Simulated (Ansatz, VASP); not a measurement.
# AgCl in VASP and in Ansatz

Contents of INCAR:

```
SYSTEM = AgCl
PREC = Accurate ; ENCUT = 500
EDIFF = 1E-6 ; ISMEAR = 1
SIGMA = 0.0021 ; LREAL = .False.
LASPH = .True. ; NELM = 120
ALGO = Normal ; ISIF = 2
LWAVE = .False. ; LCHARG = .False.
GGA = PE ; NBANDS = 16
GGA_COMPAT = .False.
```

Contents of KPOINTS:

```
Automatic mesh
0
Gamma
  4 4 4
  0 0 0
```

File POSCAR:

```
AgCl
1.0
    0.0000000000      2.7726629968      2.7726629968
    2.7726629968      0.0000000000      2.7726629968
    2.7726629968      2.7726629968      0.0000000000
Ag Cl
1 1
Direct
    0.0000000000      0.0000000000      0.0000000000
    0.5000000000      0.5000000000      0.5000000000
```

Input for Ansatz:

```yaml
crystal:
  lattice:
    - [0.0, 2.7726629968, 2.7726629968]
    - [2.7726629968, 0.0, 2.7726629968]
    - [2.7726629968, 2.7726629968, 0.0]
  atoms:
    - { symbol: Ag, position: [0.0, 0.0, 0.0] }
    - { symbol: Cl, position: [0.5, 0.5, 0.5] }
basis:
  ecutwfc: 420
kpoints:
  mp_grid: { grid: [4, 4, 4] }
hamiltonian:
  xc: pbe
scf:
  occupations: { method: methfessel_paxton, width: 0.0021 }
  max_iter: 77
output:
  forces: true
  stress: true
  eigenvalues: true
```

Alike in both runs: task single point; functional PBE; k mesh 4 × 4 × 4; occupations methfessel-paxton of order 1, width 0.0021 eV; no spin polarisation.

|  | VASP | Ansatz |
| --- | --- | --- |
| version | VASP 6.6.1 | Ansatz 0.2.0 |
| potentials or method | VASP PAW PBE potentials, release 64 (Ag, Cl), cutoff 500 eV | scalar-relativistic, plane waves, PAW |
| valence electrons in the cell | 18 | 26 |

VASP gave:

```
gap on the k mesh at the Fermi level (eV) : 0.90
least direct gap on the mesh (eV)         : 3.23
pressure (GPa)                            : 1.7
```

Task: Which values does Ansatz return?

Result: gap on the k mesh at the Fermi level (eV): 0.91; least direct gap on the mesh (eV): 3.22; pressure (GPa): 1.8.

VASP's potentials hold 18 valence electrons a cell and Ansatz's 26, so a difference there can come from the potentials and not from the codes.

The k mesh is coarse, so the values compare programs but aren't converged.
